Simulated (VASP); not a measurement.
# Ga (P6_3/mmc) in VASP: further runs

Runs on Ga. Level: RPBE. Tasks: single point.

Program: VASP 6.6.1. These are calculated values, not measurements. Logs are shortened: lines on timing, memory, paths and dates and some standing lists are left out, and cuts for length are marked.

### Step 1. The cell of the first run

It takes space group P6_3/mmc (No. 194, hexagonal). Conventional cell: a = 2.905 Å, b = 2.905 Å, c = 9.486 Å, α = 90.00°, β = 90.00°, γ = 120.00°. Within 3.8 Å of Ga (site symmetry -3m) lie 12 Ga at 2.90 Å. Within 3.8 Å of Ga (site symmetry -6m2) lie 12 Ga at 2.90 Å.

This isn't the form of Ga at room conditions, which is orthorhombic.

### Step 2. Single point, RPBE (17.33 Å³/atom)

File INCAR:

```
  PREC = Accurate
  ENCUT = 520
  EDIFF = 1E-6
  ISMEAR = -1
  SIGMA = 0.1
  LREAL = F
  LASPH = T
  NELM = 60
  ALGO = Normal
  ISIF = 2
  LWAVE = F
  LCHARG = F
  GGA = RP
  NBANDS = 34
```

File KPOINTS:

```
Automatic mesh
0
Gamma
  13 13 4
```

File POSCAR:

```
Ga
1.0
    2.9049761687      0.0000000000      0.0000000000
   -1.4524880844      2.5157831594      0.0000000000
    0.0000000000      0.0000000000      9.4861587676
Ga
4
Direct
    0.0000000000      0.0000000000      0.0000000000
    0.0000000000      0.0000000000      0.5000000000
    0.3333333333      0.6666666667      0.2500000000
    0.6666666667      0.3333333333      0.7500000000
```

Potentials or basis: VASP PAW PBE potentials, release 64 (Ga_d).

Command:

```bash
$ cat potpaw_PBE.64/Ga_d/POTCAR > POTCAR
$ mpirun -np 1 vasp_std > vasp.out
```

OUTCAR:

```text
PREC = Accurate
   ENCUT = 520
   EDIFF = 1E-6
   ISMEAR = -1
   LREAL = F
   LASPH = T
   NELM = 60
   ISIF = 2
   GGA = RP

 ion  position               nearest neighbor table
   1  0.000  0.000  0.000-   3 2.90   4 2.90   3 2.90   4 2.90   4 2.90   3 2.90
   2  0.000  0.000  0.500-   3 2.90   4 2.90   3 2.90   4 2.90   4 2.90   3 2.90
   3  0.333  0.667  0.250-   1 2.90   2 2.90   1 2.90   2 2.90   1 2.90   2 2.90
   4  0.667  0.333  0.750-   1 2.90   2 2.90   1 2.90   2 2.90   1 2.90   2 2.90

  LATTYP: Found a hexagonal cell.
 ALAT       =     2.9049761687
 C/A-ratio  =     3.2654859168

  Lattice vectors:

 A1 = (   2.9049761687,   0.0000000000,   0.0000000000)
 A2 = (  -1.4524880844,   2.5157831594,   0.0000000000)
 A3 = (   0.0000000000,   0.0000000000,   9.4861587676)

Analysis of symmetry for initial positions (statically):
=====================================================================
 Subroutine PRICEL returns:
 Original cell was already a primitive cell.

 Routine SETGRP: Setting up the symmetry group for a
 hexagonal supercell.

 Subroutine GETGRP returns: Found 24 space group operations
 (whereof 12 operations were pure point group operations)
 out of a pool of 24 trial point group operations.

The static configuration has the point symmetry D_3d.
 The point group associated with its full space group is D_6h.

Analysis of symmetry for dynamics (positions and initial velocities):
=====================================================================
 Subroutine PRICEL returns:
 Original cell was already a primitive cell.

 Routine SETGRP: Setting up the symmetry group for a
 hexagonal supercell.

 Subroutine GETGRP returns: Found 24 space group operations
 (whereof 12 operations were pure point group operations)
 out of a pool of 24 trial point group operations.

The dynamic configuration has the point symmetry D_3d.
 The point group associated with its full space group is D_6h.

 Subroutine INISYM returns: Found 24 space group operations
 (whereof 12 operations are pure point group operations),
 and found     1 'primitive' translations

----------------------------------------------------------------------------------------

                                     Primitive cell

  volume of cell :      69.3276

  direct lattice vectors                    reciprocal lattice vectors
     2.904976169  0.000000000  0.000000000     0.344236903  0.198745269  0.000000000
    -1.452488084  2.515783159  0.000000000     0.000000000  0.397490537  0.000000000
     0.000000000  0.000000000  9.486158768     0.000000000  0.000000000  0.105416747

  length of vectors
     2.904976169  2.904976169  9.486158768     0.397490537  0.397490537  0.105416747

  position of ions in fractional coordinates (direct lattice)
     0.000000000  0.000000000  0.000000000
     0.000000000  0.000000000  0.500000000
     0.333333333  0.666666667  0.250000000
     0.666666667  0.333333333  0.750000000

  ion indices of the primitive-cell ions
   primitive index   ion index
                 1           1
                 2           2
                 3           3
                 4           4

----------------------------------------------------------------------------------------

 KPOINTS: Automatic mesh

Automatic generation of k-mesh.
 Grid dimensions read from file:
 generate k-points for:   13   13    4

 Generating k-lattice:

  Cartesian coordinates                     Fractional coordinates (reciprocal lattice)
     0.026479762  0.015288098  0.000000000     0.076923077 -0.000000000  0.000000000
     0.000000000  0.030576195  0.000000000     0.000000000  0.076923077  0.000000000
     0.000000000  0.000000000  0.026354187     0.000000000  0.000000000  0.250000000

  Length of vectors
     0.030576195  0.030576195  0.026354187

  Shift w.r.t. Gamma in fractional coordinates (k-lattice)
     0.000000000  0.000000000  0.000000000

 Subroutine IBZKPT returns following result:
 ===========================================

 Found     63 irreducible k-points:

 Following reciprocal coordinates:
            Coordinates               Weight
  0.000000  0.000000  0.000000      1.000000
  0.076923  0.000000  0.000000      6.000000
  0.153846  0.000000  0.000000      6.000000
  0.230769  0.000000  0.000000      6.000000
  0.307692  0.000000  0.000000      6.000000
  0.384615  0.000000  0.000000      6.000000
[... 16 lines left out ...]
  0.076923  0.000000  0.250000     12.000000
  0.153846  0.000000  0.250000     12.000000
 [... further k-points ...]
   k-points           NKPTS =     63   k-points in BZ     NKDIM =     63   number of bands    NBANDS=     34
   number of dos      NEDOS =    301   number of ions     NIONS =      4
   total plane-waves  NPLWV =  41472
   dimension x,y,z NGX =    24 NGY =   24 NGZ =   72
   dimension x,y,z NGXF=    48 NGYF=   48 NGZF=  144
   ions per type =               4
   NGX,Y,Z   is equivalent  to a cutoff of  13.73, 13.73, 12.62 a.u.
   NGXF,Y,Z  is equivalent  to a cutoff of  27.47, 27.47, 25.24 a.u.
 SYSTEM =  unknown system
   PREC   = accura    normal or accurate (medium, high low for compatibility)
   ISTART =      0    job   : 0-new  1-cont  2-samecut
   ICHARG =      2    charge: 1-file 2-atom 10-const
   ISPIN  =      1    spin polarized calculation?
   LNONCOLLINEAR =      F non collinear calculations
   LSORBIT =      F    spin-orbit coupling
   LASPH  =      T    aspherical Exc in radial PAW
   ENCUT  =  520.0 eV  38.22 Ry    6.18 a.u.   5.40  5.40 17.64*2*pi/ulx,y,z
   NELM   =     60;   NELMIN=  2; NELMDL= -5     # of ELM steps
   EDIFF  = 0.1E-05   stopping-criterion for ELM
   LREAL  =      F    real-space projection
   EDIFFG = 0.1E-04   stopping-criterion for IOM
   NSW    =      0    number of steps for IOM
   IBRION =     -1    ionic relax: 0-MD 1-quasi-New 2-CG
   NFREE  =      0    steps in history (QN), initial steepest desc. (CG)
   ISIF   =      2    stress and relaxation
   ISYM   =      2    0-nonsym 1-usesym 2-fastsym
   POTIM  = 0.5000    time-step for ionic-motion
   TEBEG  =    0.0;   TEEND  =   0.0 temperature during run
   PSTRESS=    0.0 pullay stress
   NELECT =      52.0000    total number of electrons
   NUPDOWN=      -1.0000    fix difference up-down
   EMIN   =  10.00;   EMAX   =-10.00  energy-range for DOS
   EFERMI =   0.00;   METHOD = LEGACY
   ISMEAR =    -1;   SIGMA  =   0.10  broadening in eV -4-tet -1-fermi 0-gaus
   EFERMI_NEDOS =   21; number of points for ismear=-14 and -15
   IALGO  =     38    algorithm
   IMIX   =      4    mixing-type and parameters
     AMIX     =   0.40;   BMIX     =  1.00
     AMIX_MAG =   1.60;   BMIX_MAG =  1.00
  volume/ion in A,a.u.               =      17.33       116.96
  Fermi-wavevector in a.u.,A,eV,Ry     =   1.487444  2.810861 30.102740  2.212489
  Thomas-Fermi vector in A             =   2.600604
   LORBIT       =      0    0 simple, 1 ext, 2 COOP (PROOUT), +10 PAW based schemes
   GGA     = RP    functional components
   LHFCALC =     F    Hartree Fock is set to
   AEXX    =    0.0000 exact exchange contribution
   IVDW    =     0    specifies the selected vdW correction
   LEPSILON=     F    determine dielectric tensor
   LRPA    =     F    only Hartree local field effects (RPA)
 non-spin polarized calculation
  energy-cutoff  :      520.00
  volume of cell :       69.33
 maximum number of plane-waves:      1908
 NGX is ok and might be reduce to    24
   NGX = 11   NGY = 11   NGZ = 35

 number of electron      51.9999970 magnetization

 Free energy of the ion-electron system (eV)
  ---------------------------------------------------
  ext. energy  EPLUGINS =         0.00000000
  ---------------------------------------------------
  free energy    TOTEN  =        -9.95017314 eV

  energy without entropy =       -9.90072935  energy(sigma->0) =       -9.92545124

 E-fermi :   6.5465     XC(G=0): -11.3165

 val. band max:        6.5236889519   @ k =   0.2308   0.2308   0.2500
 cond. band min:       6.5620424646   @ k =   0.3846   0.2308   0.2500
 fundamental gap:      0.0383535127
 Fermi energy:         6.5465098263

 k-point     1 :       0.0000    0.0000    0.0000
  band No.  band energies     occupation
      1      -8.6127      2.00000
      2      -8.5562      2.00000
      3      -8.5348      2.00000
      4      -8.5080      2.00000
      5      -8.5080      2.00000
      6      -8.5021      2.00000
[... 26 lines left out ...]
     33      18.2634      0.00000
     34      19.4135      0.00000

 k-point     2 :       0.0769    0.0000    0.0000
  band No.  band energies     occupation
      1      -8.6015      2.00000
      2      -8.5494      2.00000
      3      -8.5366      2.00000
      4      -8.5117      2.00000
      5      -8.5006      2.00000
      6      -8.4982      2.00000
[... 26 lines left out ...]
     33      17.6323      0.00000
     34      18.5038      0.00000

 k-point     3 :       0.1538    0.0000    0.0000
  band No.  band energies     occupation
      1      -8.5887      2.00000
      2      -8.5488      2.00000
      3      -8.5463      2.00000
      4      -8.5117      2.00000
      5      -8.5062      2.00000
      6      -8.4908      2.00000
[... 26 lines left out ...]
     33      16.4880      0.00000
     34      17.0709      0.00000
[... 704 lines left out ...]
 k-point    23 :       0.0769    0.0000    0.2500
  band No.  band energies     occupation
      1      -8.5965      2.00000
      2      -8.5640      2.00000
      3      -8.5264      2.00000
      4      -8.5144      2.00000
      5      -8.4958      2.00000
      6      -8.4928      2.00000
[... 26 lines left out ...]
     33      18.2873      0.00000
     34      18.3920      0.00000

 k-point    24 :       0.1538    0.0000    0.2500
  band No.  band energies     occupation
      1      -8.5853      2.00000
      2      -8.5626      2.00000
      3      -8.5346      2.00000
      4      -8.5165      2.00000
      5      -8.5019      2.00000
      6      -8.4846      2.00000
[... 26 lines left out ...]
     33      16.7069      0.00000
     34      17.3784      0.00000

 [... further k-points ...]

------------------------ aborting loop because EDIFF is reached ----------------------------------------

  FORCE on cell =-STRESS in cart. coord.  units (eV):
  Direction    XX          YY          ZZ          XY          YZ          ZX
  --------------------------------------------------------------------------------------
  -------------------------------------------------------------------------------------
  Total        3.2796822      3.2796822      3.3243744     -0.0000000      0.0000000      0.0000000
  in kB       75.7942358     75.7942358     76.8270836     -0.0000000      0.0000000      0.0000000
  external PRESSURE =      76.1385184 kB  Pullay stress =       0.0000000 kB

 VOLUME and BASIS-vectors are now :
 -----------------------------------------------------------------------------
  energy-cutoff  :      520.00
  volume of cell :       69.33
      direct lattice vectors                 reciprocal lattice vectors
     2.904976169  0.000000000  0.000000000     0.344236903  0.198745269  0.000000000
    -1.452488084  2.515783159  0.000000000     0.000000000  0.397490537  0.000000000
     0.000000000  0.000000000  9.486158768     0.000000000  0.000000000  0.105416747

 POSITION                                       TOTAL-FORCE (eV/Angst)
 -----------------------------------------------------------------------------------
      0.00000      0.00000      0.00000         0.000000      0.000000      0.000000
      0.00000      0.00000      4.74308         0.000000      0.000000      0.000000
     -0.00000      1.67719      2.37154         0.000000     -0.000000      0.000000
      1.45249      0.83859      7.11462        -0.000000      0.000000     -0.000000
 -----------------------------------------------------------------------------------
    total drift:                               -0.000000      0.000000      0.000000

  FREE ENERGIE OF THE ION-ELECTRON SYSTEM (eV)
  ---------------------------------------------------
  free  energy   TOTEN  =        -9.9501731358 eV

  energy  without entropy=       -9.9007293509  energy(sigma->0) =       -9.92545124
```

Run time: 62 s. Hardware: 1 thread of Intel Xeon 6975P-C (Granite Rapids), shared host; peak memory 0.24 GiB.

Results:

| Item | Value |
| --- | --- |
| Free energy | -9.9502 eV |
| Pressure | 7.6 GPa |
| Band gap on the k mesh | zero (bands 26 and 27 overlap by 5.86 eV) |

Levels at points of the mesh, in eV from the Fermi level:
```tsv
k point	band 24	band 25	band 26	band 27	band 28	band 29
(0.00, 0.00, 0.00)	-5.03	-4.44	3.82	3.83	10.50	10.50
(0.00, 0.00, 0.50)	-7.81	-0.83	-0.83	9.11	9.11	10.80
```

Caveat: the cell stands under pressure; the PAW data sets were made with another functional, which shifts forces and pressure a little.

### Step 3. Single point, RPBE

This run uses another cell than the first one, of 19.70 Å³/atom.

File INCAR:

```
ALGO = Normal
EDIFF = 1E-6
ENCUT = 520
GGA = RP
ISIF = 2
ISMEAR = -1
LASPH = True
LCHARG = False
LREAL = False
LWAVE = False
NBANDS = 34
NELM = 100
PREC = Accurate
SIGMA = 0.1
```

File KPOINTS:

```
k-points
0
Gamma
  12 12 4
```

File POSCAR:

```
Ga
1.0
    3.0314356238      0.0000000000      0.0000000000
   -1.5157178119      2.6253002601      0.0000000000
    0.0000000000      0.0000000000      9.8991103374
Ga
4
Direct
    0.0000000000      0.0000000000      0.0000000000
    0.0000000000      0.0000000000      0.5000000000
    0.3333333333      0.6666666667      0.2500000000
    0.6666666667      0.3333333333      0.7500000000
```

Potentials or basis: VASP PAW PBE potentials, release 64 (Ga_d).

Command:

```bash
$ cat potpaw_PBE.64/Ga_d/POTCAR > POTCAR
$ mpirun -np 1 vasp_std > vasp.out
```

It took 56 s on 1 thread of Intel Xeon 6975P-C (Granite Rapids), shared host; peak memory 0.26 GiB.

The run converged. Its results:

```
Free energy            : -10.1636 eV
Pressure               : 0.0 GPa
Band gap on the k mesh : zero (bands 26 and 27 overlap by 5.33 eV)
```

Levels at points of the mesh, in eV from the Fermi level:
```csv
k point,band 22,band 23,band 24,band 25,band 26,band 27,band 28,band 29,band 30,band 31
"(0.00, 0.00, 0.00)",-9.14,-9.12,-4.87,-3.77,3.50,3.51,9.46,9.46,10.28,10.28
"(0.50, 0.00, 0.00)",-5.00,-3.95,-3.40,-3.38,-3.11,0.40,0.55,1.54,2.47,4.83
"(0.00, 0.00, 0.50)",-10.31,-7.16,-7.16,-0.72,-0.72,8.29,8.29,9.72,9.72,9.72
"(0.50, 0.00, 0.50)",-5.06,-4.37,-4.37,-1.75,-1.75,-1.33,-1.33,4.04,4.04,5.25
```

Caveat: the PAW data sets were made with another functional, which shifts forces and pressure a little.
